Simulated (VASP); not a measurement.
# Rh (P6_3/mmc) in VASP: a series of runs

Rh is run at these levels: PBEsol; tasks: single point.

All numbers are computed with VASP 6.6.1; they aren't measurements. Logs are shortened: lines on timing, memory, paths and dates and some standing lists are left out, and cuts for length are marked.

## 1. The cell of the first run

It takes space group P6_3/mmc (No. 194, hexagonal). Conventional cell: a = 2.685 Å, b = 2.685 Å, c = 4.353 Å, α = 90.00°, β = 90.00°, γ = 120.00°. Rh (site symmetry -6m2) has 12 Rh at 2.67 to 2.68 Å within 3.5 Å.

## 2. Single point, PBEsol

File INCAR:

```
PREC = Accurate
ENCUT = 520
EDIFF = 1E-7
ISMEAR = 0
SIGMA = 0.1
LREAL = False
LASPH = True
NELM = 60
ALGO = Normal
ISIF = 2
LWAVE = False
LCHARG = False
GGA = PS
NBANDS = 22
```

File KPOINTS:

```
regular mesh
0
Gamma
  12 12 7
```

File POSCAR:

```
Rh
1.0
    2.6846832595      0.0000000000      0.0000000000
   -1.3423416298      2.3250058137      0.0000000000
    0.0000000000      0.0000000000      4.3534163443
Rh
2
Direct
    0.6666666667      0.3333333333      0.7500000000
    0.3333333333      0.6666666667      0.2500000000
```

Potentials or basis: VASP PAW PBE potentials, release 64 (Rh_pv).

Command:

```
cat potpaw_PBE.64/Rh_pv/POTCAR > POTCAR
mpirun -np 1 vasp_std > vasp.out
```

OUTCAR:

```text
PREC = Accurate
   ENCUT = 520
   EDIFF = 1E-7
   ISMEAR = 0
   LREAL = False
   LASPH = True
   NELM = 60
   ISIF = 2
   GGA = PS

 ion  position               nearest neighbor table
   1  0.667  0.333  0.750-   2 2.67   2 2.67   2 2.67   2 2.67   2 2.67   2 2.67
   2  0.333  0.667  0.250-   1 2.67   1 2.67   1 2.67   1 2.67   1 2.67   1 2.67

  LATTYP: Found a hexagonal cell.
 ALAT       =     2.6846832595
 C/A-ratio  =     1.6215754052

  Lattice vectors:

 A1 = (   2.6846832595,   0.0000000000,   0.0000000000)
 A2 = (  -1.3423416298,   2.3250058137,   0.0000000000)
 A3 = (   0.0000000000,   0.0000000000,   4.3534163443)

Analysis of symmetry for initial positions (statically):
=====================================================================
 Subroutine PRICEL returns:
 Original cell was already a primitive cell.

 Routine SETGRP: Setting up the symmetry group for a
 hexagonal supercell.

 Subroutine GETGRP returns: Found 24 space group operations
 (whereof 12 operations were pure point group operations)
 out of a pool of 24 trial point group operations.

The static configuration has the point symmetry D_3d.
 The point group associated with its full space group is D_6h.

Analysis of symmetry for dynamics (positions and initial velocities):
=====================================================================
 Subroutine PRICEL returns:
 Original cell was already a primitive cell.

 Routine SETGRP: Setting up the symmetry group for a
 hexagonal supercell.

 Subroutine GETGRP returns: Found 24 space group operations
 (whereof 12 operations were pure point group operations)
 out of a pool of 24 trial point group operations.

The dynamic configuration has the point symmetry D_3d.
 The point group associated with its full space group is D_6h.

 Subroutine INISYM returns: Found 24 space group operations
 (whereof 12 operations are pure point group operations),
 and found     1 'primitive' translations

----------------------------------------------------------------------------------------

                                     Primitive cell

  volume of cell :      27.1736

  direct lattice vectors                    reciprocal lattice vectors
     2.684683259  0.000000000  0.000000000     0.372483419  0.215053226  0.000000000
    -1.342341630  2.325005814  0.000000000     0.000000000  0.430106451  0.000000000
     0.000000000  0.000000000  4.353416344     0.000000000  0.000000000  0.229704655

  length of vectors
     2.684683259  2.684684914  4.353416344     0.430106716  0.430106451  0.229704655

  position of ions in fractional coordinates (direct lattice)
     0.666666667  0.333333333  0.750000000
     0.333333333  0.666666667  0.250000000

  ion indices of the primitive-cell ions
   primitive index   ion index
                 1           1
                 2           2

----------------------------------------------------------------------------------------

 KPOINTS: regular mesh

Automatic generation of k-mesh.
 Grid dimensions read from file:
 generate k-points for:   12   12    7

 Generating k-lattice:

  Cartesian coordinates                     Fractional coordinates (reciprocal lattice)
     0.031040285  0.017921102  0.000000000     0.083333333  0.000000000  0.000000000
     0.000000000  0.035842204  0.000000000     0.000000000  0.083333333  0.000000000
     0.000000000  0.000000000  0.032814951     0.000000000  0.000000000  0.142857143

  Length of vectors
     0.035842226  0.035842204  0.032814951

  Shift w.r.t. Gamma in fractional coordinates (k-lattice)
     0.000000000  0.000000000  0.000000000

 Subroutine IBZKPT returns following result:
 ===========================================

 Found     76 irreducible k-points:

 Following reciprocal coordinates:
            Coordinates               Weight
  0.000000  0.000000  0.000000      1.000000
  0.083333  0.000000  0.000000      6.000000
  0.166667  0.000000  0.000000      6.000000
  0.250000  0.000000  0.000000      6.000000
  0.333333  0.000000  0.000000      6.000000
  0.416667  0.000000  0.000000      6.000000
[... 16 lines left out ...]
  0.250000  0.000000  0.142857     12.000000
  0.333333  0.000000  0.142857     12.000000
 [... further k-points ...]
   k-points           NKPTS =     76   k-points in BZ     NKDIM =     76   number of bands    NBANDS=     22
   number of dos      NEDOS =    301   number of ions     NIONS =      2
   total plane-waves  NPLWV =  12800
   dimension x,y,z NGX =    20 NGY =   20 NGZ =   32
   dimension x,y,z NGXF=    40 NGYF=   40 NGZF=   64
   ions per type =               2
   NGX,Y,Z   is equivalent  to a cutoff of  12.38, 12.38, 12.22 a.u.
   NGXF,Y,Z  is equivalent  to a cutoff of  24.77, 24.77, 24.44 a.u.
 SYSTEM =  unknown system
   PREC   = accura    normal or accurate (medium, high low for compatibility)
   ISTART =      0    job   : 0-new  1-cont  2-samecut
   ICHARG =      2    charge: 1-file 2-atom 10-const
   ISPIN  =      1    spin polarized calculation?
   LNONCOLLINEAR =      F non collinear calculations
   LSORBIT =      F    spin-orbit coupling
   LASPH  =      T    aspherical Exc in radial PAW
   ENCUT  =  520.0 eV  38.22 Ry    6.18 a.u.   4.99  4.99  8.09*2*pi/ulx,y,z
   NELM   =     60;   NELMIN=  2; NELMDL= -5     # of ELM steps
   EDIFF  = 0.1E-06   stopping-criterion for ELM
   LREAL  =      F    real-space projection
   EDIFFG = 0.1E-05   stopping-criterion for IOM
   NSW    =      0    number of steps for IOM
   IBRION =     -1    ionic relax: 0-MD 1-quasi-New 2-CG
   NFREE  =      0    steps in history (QN), initial steepest desc. (CG)
   ISIF   =      2    stress and relaxation
   ISYM   =      2    0-nonsym 1-usesym 2-fastsym
   POTIM  = 0.5000    time-step for ionic-motion
   TEBEG  =    0.0;   TEEND  =   0.0 temperature during run
   PSTRESS=    0.0 pullay stress
   NELECT =      30.0000    total number of electrons
   NUPDOWN=      -1.0000    fix difference up-down
   EMIN   =  10.00;   EMAX   =-10.00  energy-range for DOS
   EFERMI =   0.00;   METHOD = LEGACY
   ISMEAR =     0;   SIGMA  =   0.10  broadening in eV -4-tet -1-fermi 0-gaus
   EFERMI_NEDOS =   21; number of points for ismear=-14 and -15
   IALGO  =     38    algorithm
   IMIX   =      4    mixing-type and parameters
     AMIX     =   0.40;   BMIX     =  1.00
     AMIX_MAG =   1.60;   BMIX_MAG =  1.00
  volume/ion in A,a.u.               =      13.59        91.69
  Fermi-wavevector in a.u.,A,eV,Ry     =   1.691997  3.197410 38.951472  2.862852
  Thomas-Fermi vector in A             =   2.773663
   LORBIT       =      0    0 simple, 1 ext, 2 COOP (PROOUT), +10 PAW based schemes
   GGA     = PS    functional components
   LHFCALC =     F    Hartree Fock is set to
   AEXX    =    0.0000 exact exchange contribution
   IVDW    =     0    specifies the selected vdW correction
   LEPSILON=     F    determine dielectric tensor
   LRPA    =     F    only Hartree local field effects (RPA)
 non-spin polarized calculation
 Gauss-broadening in eV      SIGMA  =   0.10
  energy-cutoff  :      520.00
  volume of cell :       27.17
 maximum number of plane-waves:       756
 NGX is ok and might be reduce to    20
   NGX =  9   NGY =  9   NGZ = 17

 number of electron      30.0000007 magnetization

 Free energy of the ion-electron system (eV)
  ---------------------------------------------------
  ext. energy  EPLUGINS =         0.00000000
  ---------------------------------------------------
  free energy    TOTEN  =       -16.20404042 eV

  energy without entropy =      -16.18734011  energy(sigma->0) =      -16.19569026

 E-fermi :  12.0889     XC(G=0): -14.2936

 val. band max:       12.0771990168   @ k =   0.4167   0.1667   0.1429
 cond. band min:      12.0955152939   @ k =   0.0833   0.0000   0.4286
 fundamental gap:      0.0183162771
 Fermi energy:        12.0889117244

 k-point     1 :       0.0000    0.0000    0.0000
  band No.  band energies     occupation
      1     -35.1549      2.00000
      2     -34.4730      2.00000
      3     -34.4730      2.00000
      4     -34.3741      2.00000
      5     -34.3627      2.00000
      6     -34.3627      2.00000
[... 14 lines left out ...]
     21      30.1040      0.00000
     22      30.7907      0.00000

 k-point     2 :       0.0833    0.0000    0.0000
  band No.  band energies     occupation
      1     -35.1380      2.00000
      2     -34.5116      2.00000
      3     -34.4854      2.00000
      4     -34.4027      2.00000
      5     -34.3810      2.00000
      6     -34.3689      2.00000
[... 14 lines left out ...]
     21      30.3888      0.00000
     22      30.9933      0.00000

 k-point     3 :       0.1667    0.0000    0.0000
  band No.  band energies     occupation
      1     -35.0899      2.00000
      2     -34.6170      2.00000
      3     -34.5186      2.00000
      4     -34.5103      2.00000
      5     -34.4019      2.00000
      6     -34.3864      2.00000
[... 14 lines left out ...]
     21      30.8074      0.00000
     22      30.8281      0.00000

 k-point     4 :       0.2500    0.0000    0.0000
  band No.  band energies     occupation
      1     -35.0174      2.00000
      2     -34.7613      2.00000
      3     -34.6533      2.00000
      4     -34.5623      2.00000
      5     -34.4369      2.00000
      6     -34.4116      2.00000
[... 14 lines left out ...]
     21      29.1399      0.00000
     22      29.3889      0.00000

 k-point     5 :       0.3333    0.0000    0.0000
  band No.  band energies     occupation
      1     -34.9323      2.00000
      2     -34.9056      2.00000
      3     -34.7920      2.00000
      4     -34.6048      2.00000
      5     -34.4844      2.00000
      6     -34.4376      2.00000
[... 417 lines left out ...]
 k-point    22 :       0.1667    0.0000    0.1429
  band No.  band energies     occupation
      1     -35.0617      2.00000
      2     -34.6076      2.00000
      3     -34.5378      2.00000
      4     -34.5121      2.00000
      5     -34.4138      2.00000
      6     -34.3930      2.00000
[... 14 lines left out ...]
     21      30.2285      0.00000
     22      30.6202      0.00000

 k-point    23 :       0.2500    0.0000    0.1429
  band No.  band energies     occupation
      1     -35.0063      2.00000
      2     -34.7421      2.00000
      3     -34.6762      2.00000
      4     -34.5549      2.00000
      5     -34.4450      2.00000
      6     -34.4191      2.00000
[... 14 lines left out ...]
     21      29.2348      0.00000
     22      29.4413      0.00000

 k-point    24 :       0.3333    0.0000    0.1429
  band No.  band energies     occupation
      1     -34.9832      2.00000
      2     -34.8456      2.00000
      3     -34.7996      2.00000
      4     -34.5966      2.00000
      5     -34.4856      2.00000
      6     -34.4460      2.00000
[... 14 lines left out ...]
     21      27.5676      0.00000
     22      27.7215      0.00000

 [... further k-points ...]
[... 5 lines left out ...]
  --------------------------------------------------------------------------------------
  -------------------------------------------------------------------------------------
  Total       -0.1466616     -0.1466619     -0.1483017      0.0000000     -0.0000000      0.0000000
  in kB       -8.6472856     -8.6472999     -8.7439847      0.0000000     -0.0000000      0.0000000
  external PRESSURE =      -8.6795234 kB  Pullay stress =       0.0000000 kB

 VOLUME and BASIS-vectors are now :
 -----------------------------------------------------------------------------
  energy-cutoff  :      520.00
  volume of cell :       27.17
      direct lattice vectors                 reciprocal lattice vectors
     2.684683259  0.000000000  0.000000000     0.372483419  0.215053226  0.000000000
    -1.342341630  2.325005814  0.000000000     0.000000000  0.430106451  0.000000000
     0.000000000  0.000000000  4.353416344     0.000000000  0.000000000  0.229704655

 POSITION                                       TOTAL-FORCE (eV/Angst)
 -----------------------------------------------------------------------------------
      1.34234      0.77500      3.26506        -0.000000      0.000000      0.000000
     -0.00000      1.55000      1.08835         0.000000     -0.000000      0.000000
 -----------------------------------------------------------------------------------
    total drift:                                0.000000     -0.000000      0.000000

  FREE ENERGIE OF THE ION-ELECTRON SYSTEM (eV)
  ---------------------------------------------------
  free  energy   TOTEN  =       -16.2040404243 eV

  energy  without entropy=      -16.1873401054  energy(sigma->0) =      -16.19569026
```

Run time: 21 s. Hardware: 1 thread of AMD EPYC 9R45 (Zen 5), shared host; peak memory 0.13 GiB.

What came out:

```yaml
Free_energy: -16.2040 eV
Pressure: -0.9 GPa
Band_gap_on_the_k_mesh: zero (band 15 reaches 12.71 eV, above the bottom of band 16 at 10.23 eV)
```

Caveat: the PAW data sets were made with another functional, which shifts forces and pressure a little.

(Continued in part 2 of 2.)
